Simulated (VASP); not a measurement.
## CdS: single point with r2SCAN

The system is CdS.

```xyz
4
Lattice="4.1370 0.0000 0.0000 -2.0685 3.5828 0.0000 0.0000 0.0000 6.7217" Properties=species:S:1:pos:R:3 pbc="T T T"
Cd    0.0000    2.3885   -0.0065
Cd    2.0685    1.1943    3.3543
S     0.0000    2.3885    2.5271
S     2.0685    1.1943    5.8880
```

- Program: VASP 6.6.1
- Task: single point
- Functional: r2SCAN
- Potentials or basis: VASP PAW PBE potentials, release 64 (Cd, S)
- Cutoff: 520 eV
- k mesh: 12 × 12 × 4
- Occupations: fermi-dirac, width 0.02 eV
- Spin: no spin polarisation

The pressure is 1.6 GPa. The band gap on the k mesh is 1.68 eV.

Levels at points of the mesh, in eV from the valence-band top:
```csv
k point,band 16,band 17,band 18,band 19,band 20,band 21
"(0.00, 0.00, 0.00)",-0.04,0.00,0.00,1.68,3.25,6.99
"(0.50, 0.00, 0.00)",-1.92,-1.31,-0.77,4.20,4.25,5.42
"(0.00, 0.00, 0.50)",-0.40,-0.40,-0.40,3.31,3.31,6.65
"(0.50, 0.00, 0.50)",-1.38,-1.35,-1.35,3.89,3.89,5.81
```

Wall time 8 min on 1 thread of Intel Xeon 8259CL, on a shared host, peak memory 0.31 GiB.

Caveat: the PAW data sets were made with another functional, which shifts forces and pressure a little. r2SCAN opens gaps a little over a GGA but as a rule still falls short of measured ones.
